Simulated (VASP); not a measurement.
# Li8LaNb7O23 (a cell with a defect) in VASP: electric field gradients with PBE

Aim: the electric field gradients of Li8LaNb7O23 (a cell with a defect) with PBE.

All numbers are computed with VASP 6.6.1; they aren't measurements. Logs are shortened: lines on timing, memory, paths and dates and some standing lists are left out, and cuts for length are marked.

## 1. The cell of the first run

The cell holds a defect, 39 atoms: a = 5.550 Å, b = 11.101 Å, c = 11.101 Å, α = 55.75°, β = 55.75°, γ = 55.75°.

## 2. Electric field gradients, PBE, collinear spin

File INCAR:

```
PREC = Accurate
ENCUT = 520
EDIFF = 1E-8
ISMEAR = 0
SIGMA = 0.01
LREAL = Auto
LASPH = True
NELM = 150
ALGO = Normal
ISIF = 2
LWAVE = False
LCHARG = False
ISPIN = 2
MAGMOM = 0 0 0 0 0 0 0 0 0.02 0.02 0 0.01 0.06 0.15 0 0 0 0 0 0.01 0 0 0 0 0 0 0 0.03 0 0 0 0.01 -0.01 0 0 0 0 0 0.04
LORBIT = 11
NUPDOWN = 1.0
LMAXMIX = 6
GGA = PE
LEFG = True
NELECT = 265.0
NBANDS = 161
```

File KPOINTS:

```
Automatic mesh
0
Gamma
  1 1 1
  0.25 0.25 0.25
```

File POSCAR:

```
Li8LaNb7O23
1.0
    2.5949501352      1.4981951591      4.6722232478
   -5.1899002704      2.9963903182      9.3444464955
    0.0000000000     -5.9927806363      9.3444464955
Li Nb O La
8 7 23 1
Direct
    0.7174885501      0.3618360345      0.3577671683
    0.1901617030      0.1047931906      0.1336502809
    0.7060799371      0.3632061806      0.8557231395
    0.2220383734      0.1119266697      0.6029333426
    0.7217039988      0.8545118117      0.3604901568
    0.2136802823      0.6063954071      0.1171919931
    0.7598161405      0.8226026150      0.8566678919
    0.2097923641      0.6068769098      0.6074513320
    0.9913281236      0.4956004051      0.5059795177
    0.5049155238      0.2464549004      0.2481447223
    0.9963274913      0.4984926066      1.0061907613
    0.9928208427      1.0065125864      0.5008925708
    0.5024139026      0.7497016813      0.2548678681
    0.9997509675      0.9887691023      1.0069446017
    0.4994540974      0.7502141134      0.7493241901
    0.2803793267      0.3194267767      0.4445726786
    0.6379641485      0.4450009373      0.1422693494
    0.8812956410      0.1367649319      0.3213734539
    0.4160369336      0.0624248504      0.3797164320
    0.7921235207      0.1990175164      0.0647749637
    0.1388404658      0.3917138863      0.1982376188
    0.2764383148      0.3134285612      0.9667408217
    0.6230537498      0.4556400030      0.6310433306
    0.9718698961      0.1377902062      0.8122929946
    0.8406254170      0.1916350837      0.5404107503
    0.0784652276      0.4216865513      0.6874894327
    0.2774515823      0.8235380583      0.4420086464
    0.6123920323      0.9588845215      0.1304468729
    0.8828730717      0.6516865942      0.3160054743
    0.3839516348      0.5743444433      0.3858111656
    0.7847237454      0.6930012091      0.0709531422
    0.1466320515      0.8935293054      0.1875483285
    0.2978215078      0.8140750390      0.9480209071
    0.6351144961      0.9495149901      0.6490310386
    0.8932972939      0.6361612362      0.8216925484
    0.3907587182      0.5718882103      0.8868016482
    0.7602395047      0.7127956958      0.5644415815
    0.1285093777      0.8922195666      0.7031401848
    0.4773388041      0.2277138614      0.7642441584
```

Potentials or basis: VASP PAW PBE potentials, release 64 (Li_sv, Nb_sv, O, La).

Started as:

```
cat potpaw_PBE.64/Li_sv/POTCAR potpaw_PBE.64/Nb_sv/POTCAR potpaw_PBE.64/O/POTCAR potpaw_PBE.64/La/POTCAR > POTCAR
mpirun -np 1 vasp_std > vasp.out
```

OUTCAR:

```text
PREC = Accurate
   ENCUT = 520
   EDIFF = 1E-8
   ISMEAR = 0
   LREAL = Auto
   LASPH = True
   NELM = 150
   ISIF = 2
   ISPIN = 2
   LORBIT = 11
   NUPDOWN = 1.0
   GGA = PE
   NELECT = 265.0

 ion  position               nearest neighbor table
   1  0.717  0.362  0.358-  25 1.99  21 2.07  30 2.09  17 2.24  16 2.28
   2  0.190  0.105  0.134-  18 1.88  28 1.95  22 2.11  32 2.19  20 2.23
   3  0.706  0.363  0.856-  26 2.00  36 2.05  20 2.11  22 2.22  24 2.25
   4  0.222  0.112  0.603-  24 2.02  16 2.04  34 2.10  25 2.14  38 2.28
   5  0.722  0.855  0.360-  37 1.95  19 2.00  32 2.13  29 2.14  27 2.26
   6  0.214  0.606  0.117-  29 2.04  17 2.06  33 2.10  21 2.22  31 2.26
   7  0.760  0.823  0.857-  35 1.96  31 2.01  38 2.02  34 2.20  33 2.20  11 2.80
   8  0.210  0.607  0.607-  23 2.00  35 2.09  26 2.11  27 2.14  30 2.25
   9  0.991  0.496  0.506-  23 1.85  16 1.90  26 1.94  29 1.99  30 2.20  37 2.29
  10  0.505  0.246  0.248-  19 1.87  20 1.89  21 1.90  18 2.11  17 2.17  16 2.18
  11  0.996  0.498  0.006-  22 1.87  17 1.88  35 1.92  31 2.12  21 2.14  36 2.18   7 2.80
  12  0.993  0.007  0.501-  18 1.89  34 1.90  27 1.94  25 1.94  38 2.20  19 2.20
  13  0.502  0.750  0.255-  30 1.87  31 1.94  32 1.94  29 2.07  27 2.10  28 2.17
  14  1.000  0.989  0.007-  24 1.87  33 1.88  28 1.89  32 2.07  20 2.24
  15  0.499  0.750  0.749-  37 1.85  36 1.88  38 1.90  33 2.17  35 2.18  34 2.20
  16  0.280  0.319  0.445-   9 1.90   4 2.04  10 2.18   1 2.28
  17  0.638  0.445  0.142-  11 1.88   6 2.06  10 2.17   1 2.24
  18  0.881  0.137  0.321-   2 1.88  12 1.89  10 2.11
  19  0.416  0.062  0.380-  10 1.87   5 2.00  12 2.20
  20  0.792  0.199  0.065-  10 1.89   3 2.11   2 2.23  14 2.24
  21  0.139  0.392  0.198-  10 1.90   1 2.07  11 2.14   6 2.22
  22  0.276  0.313  0.967-  11 1.87   2 2.11   3 2.22  39 2.37
  23  0.623  0.456  0.631-   9 1.85   8 2.00  39 2.45
  24  0.972  0.138  0.812-  14 1.87   4 2.02   3 2.25  39 2.60
  25  0.841  0.192  0.540-  12 1.94   1 1.99   4 2.14  39 2.23
  26  0.078  0.422  0.687-   9 1.94   3 2.00   8 2.11  39 2.23
  27  0.277  0.824  0.442-  12 1.94  13 2.10   8 2.14   5 2.26
  28  0.612  0.959  0.130-  14 1.89   2 1.95  13 2.17
  29  0.883  0.652  0.316-   9 1.99   6 2.04  13 2.07   5 2.14
  30  0.384  0.574  0.386-  13 1.87   1 2.09   9 2.20   8 2.25
  31  0.785  0.693  0.071-  13 1.94   7 2.01  11 2.12   6 2.26
  32  0.147  0.894  0.188-  13 1.94  14 2.07   5 2.13   2 2.19
  33  0.298  0.814  0.948-  14 1.88   6 2.10  15 2.17   7 2.20
  34  0.635  0.950  0.649-  12 1.90   4 2.10   7 2.20  15 2.20
  35  0.893  0.636  0.822-  11 1.92   7 1.96   8 2.09  15 2.18
  36  0.391  0.572  0.887-  15 1.88   3 2.05  11 2.18
  37  0.760  0.713  0.564-  15 1.85   5 1.95   9 2.29
[... 584 lines left out ...]
     -0.05276     -2.98201     14.68918         0.001259     -0.004346     -0.007159
     -0.00471     -2.94521      7.71738         0.002208     -0.001035     -0.000805
     -2.56205      1.48137     14.72548         0.001714      0.007932     -0.001996
     -2.59264      1.43483      7.75989         0.001289      0.003761     -0.005661
[... 31 lines left out ...]
     -4.29706     -1.34779     15.50818        -0.001992      0.013559     -0.011884
      0.05686     -3.18248     11.49953        -0.021929      0.021844      0.017263
 -----------------------------------------------------------------------------------
    total drift:                               -0.006363      0.000796      0.002894

  FREE ENERGIE OF THE ION-ELECTRON SYSTEM (eV)
  ---------------------------------------------------
  free  energy   TOTEN  =      -300.0643346208 eV

  energy  without entropy=     -300.0643346208  energy(sigma->0) =     -300.06433462

 Electric field gradients (V/A^2)
---------------------------------------------------------------------
 ion       V_xx      V_yy      V_zz      V_xy      V_xz      V_yz
---------------------------------------------------------------------
   1      -0.385     0.110     0.275     0.248    -0.361     0.018
   2      -0.324     0.210     0.114     0.094    -0.135    -0.620
   3      -0.073    -0.447     0.520     0.061     0.133    -0.260
   4      -0.067    -0.050     0.118     0.374    -0.181     0.268
   5      -0.407     0.082     0.325    -0.007     0.330    -0.116
   6      -0.080    -0.205     0.285    -0.152    -0.021    -0.022
[... 31 lines left out ...]
  38      -8.740     0.414     8.325    -8.519    14.123    -0.718
  39     -37.289     2.036    35.253  -114.306    -0.533   102.529
---------------------------------------------------------------------

 Electric field gradients after diagonalization (V/A^2)
 (convention: |V_zz| > |V_xx| > |V_yy|)
----------------------------------------------------------------------
 ion       V_xx      V_yy      V_zz     asymmetry (V_yy - V_xx)/ V_zz
----------------------------------------------------------------------
   1       0.457     0.162    -0.619       0.477
   2      -0.469    -0.337     0.806       0.164
   3      -0.531    -0.073     0.605       0.757
   4       0.354     0.224    -0.578       0.224
   5       0.482     0.054    -0.536       0.799
   6       0.287     0.022    -0.309       0.858
[... 31 lines left out ...]
  38      17.751     1.574   -19.324       0.837
  39     156.594     2.362  -158.956       0.970
----------------------------------------------------------------------

           NMR quadrupolar parameters

 Cq : quadrupolar parameter    Cq=e*Q*V_zz/h
 eta: asymmetry parameters     (V_yy - V_xx)/ V_zz
 Q  : nuclear electric quadrupole moment in mb (millibarn)
----------------------------------------------------------------------
 ion       Cq(MHz)       eta       Q (mb)
----------------------------------------------------------------------
   1      -0.001       0.477       1.000
   2       0.002       0.164       1.000
   3       0.001       0.757       1.000
   4      -0.001       0.224       1.000
   5      -0.001       0.799       1.000
   6      -0.001       0.858       1.000
[... 31 lines left out ...]
  38      -0.047       0.837       1.000
  39      -0.384       0.970       1.000
----------------------------------------------------------------------

 total charge

# of ion       s       p       d       f       tot
--------------------------------------------------
    1        2.015   0.049   0.000   0.000   2.064
    2        2.023   0.060   0.000   0.000   2.083
    3        2.015   0.050   0.000   0.000   2.066
    4        2.017   0.051   0.000   0.000   2.068
    5        2.018   0.053   0.000   0.000   2.071
    6        2.014   0.047   0.000   0.000   2.061
[... 31 lines left out ...]
   38        1.567   3.499   0.000   0.000   5.066
   39        2.026   5.681   0.710   0.287   8.704
--------------------------------------------------
tot         69.783 129.495  15.705   0.287 215.271

 magnetization (x)

# of ion       s       p       d       f       tot
--------------------------------------------------
    1        0.000   0.000   0.000   0.000   0.000
    2        0.001   0.002   0.000   0.000   0.002
    3       -0.000   0.000   0.000   0.000  -0.000
    4       -0.000   0.000   0.000   0.000   0.000
    5        0.000   0.000   0.000   0.000   0.000
    6       -0.000   0.000   0.000   0.000  -0.000
[... 31 lines left out ...]
   38        0.000   0.001   0.000   0.000   0.002
   39        0.006   0.008   0.044   0.014   0.072
--------------------------------------------------
tot          0.031   0.060   0.473   0.014   0.579
```

Run time: 24 min. Hardware: 1 thread of Intel Xeon 8259CL, shared host; peak memory 0.92 GiB.

Results:

```
Free energy                                           : -300.0643 eV
Largest force                                         : 0.052 eV/Å
Net moment                                            : 1.00 μB per cell
Site moments                                          : Li +0.00, -0.00 (each value once); Nb +0.03, +0.04, +0.01, +0.10, +0.27 (each value once); O +0.00, -0.00, +0.01, +0.03, -0.01 (each value once); La +0.07 μB
Largest electric field gradient by atom               : Li -0.6, +0.8, +0.6, -0.5, -0.3, +1.3, +0.3 (each value once); Nb +89.1, +49.4, -53.4, -125.4, -14.3, +98.1, -44.9; O +24.4, -22.5, -20.5, -20.7, -27.7, -16.7, -16.3, +30.8, -17.4, +19.1, -23.4, -25.1, +25.9, -14.7, -21.1, -25.7, -24.5, -21.3, +25.7, +18.3, +24.3, -19.3 (each value once); La -159.0 V/Å²
Valence electrons inside the program's atomic spheres : Li 2.06, 2.08, 2.07 (each value once); Nb 10.49, 10.47, 10.48, 10.43, 10.59 (each value once); O 5.07, 5.10, 5.05, 5.08, 5.06, 5.04, 5.09 (each value once); La 8.70
```

Forces on the atoms (eV/Å):
```
Li  -0.001 -0.001 -0.006
Li   0.003  0.012 -0.004
Li   0.001 -0.004 -0.007
Li   0.002 -0.001 -0.001
Li   0.002  0.008 -0.002
Li   0.001  0.004 -0.006
Li  -0.010  0.002  0.005
Li  -0.003 -0.005 -0.002
Nb  -0.005  0.014  0.031
Nb  -0.010  0.010  0.041
Nb  -0.011 -0.009  0.033
Nb   0.012  0.007  0.028
Nb   0.003 -0.019  0.020
Nb   0.020 -0.016  0.045
Nb  -0.001 -0.020  0.040
O   -0.005  0.008 -0.010
O    0.013  0.001 -0.011
O   -0.017 -0.022 -0.001
O   -0.011 -0.009 -0.016
O   -0.001 -0.006 -0.009
O    0.004  0.011 -0.011
O    0.008  0.010 -0.019
O    0.011 -0.010 -0.011
O   -0.013  0.010 -0.016
O   -0.005 -0.031  0.002
O    0.026  0.006  0.004
O   -0.007  0.015 -0.010
O    0.006 -0.011 -0.011
O   -0.009 -0.008 -0.016
O   -0.011  0.007 -0.004
O    0.003 -0.009 -0.002
O    0.008  0.017 -0.011
O   -0.002  0.011 -0.011
O    0.009 -0.006 -0.012
O   -0.004 -0.001 -0.019
O   -0.009 -0.001 -0.008
O    0.025  0.003 -0.019
O   -0.002  0.014 -0.012
La  -0.022  0.022  0.017
```

Electric field gradients, principal values (V/Å²):
```
 atom    least   middle  greatest (by size)
 1 Li    0.162    0.457              -0.619
 2 Li   -0.337   -0.469               0.806
 3 Li   -0.073   -0.531               0.605
 4 Li    0.224    0.354              -0.578
 5 Li    0.054    0.482              -0.536
 6 Li    0.022    0.287              -0.309
 7 Li   -0.321   -0.997               1.317
 8 Li   -0.042   -0.261               0.303
 9 Nb   -8.514  -80.589              89.104
10 Nb   -0.653  -48.784              49.438
11 Nb    9.435   43.958             -53.393
12 Nb   40.487   84.884            -125.371
13 Nb    1.873   12.399             -14.272
14 Nb  -12.382  -85.733              98.115
15 Nb    5.842   39.030             -44.872
 16 O   -7.077  -17.332              24.409
 17 O    6.147   16.314             -22.461
 18 O   -7.681  -16.762              24.443
 19 O    0.132   20.322             -20.454
 20 O    1.834   18.866             -20.700
 21 O    5.482   22.218             -27.700
 22 O    2.395   14.282             -16.677
 23 O    0.140   16.196             -16.336
 24 O   -5.786  -24.964              30.751
 25 O    0.388   17.029             -17.418
 26 O   -3.495  -15.594              19.089
 27 O    3.298   20.106             -23.404
 28 O    3.854   21.270             -25.123
 29 O   -4.019  -21.845              25.864
 30 O    3.878   10.820             -14.699
 31 O    1.214   19.925             -21.139
 32 O    4.116   21.574             -25.690
 33 O    7.694   16.764             -24.458
 34 O    1.008   20.325             -21.333
 35 O   -7.594  -18.121              25.715
 36 O   -3.832  -14.489              18.322
 37 O   -0.755  -23.573              24.328
 38 O    1.574   17.751             -19.324
39 La    2.362  156.594            -158.956
```

Caveat: the k points lie up to 1.14 Å⁻¹ apart, too coarse for converged energies, forces and pressures; the cell carries a net charge on a neutralising background, which shifts energy and pressure; without QUAD_EFG the Cq values of the log hold for a quadrupole moment of 1 mb, not for the nuclei; the total moment is fixed, so each spin has its own Fermi level and the state may be an excited one.
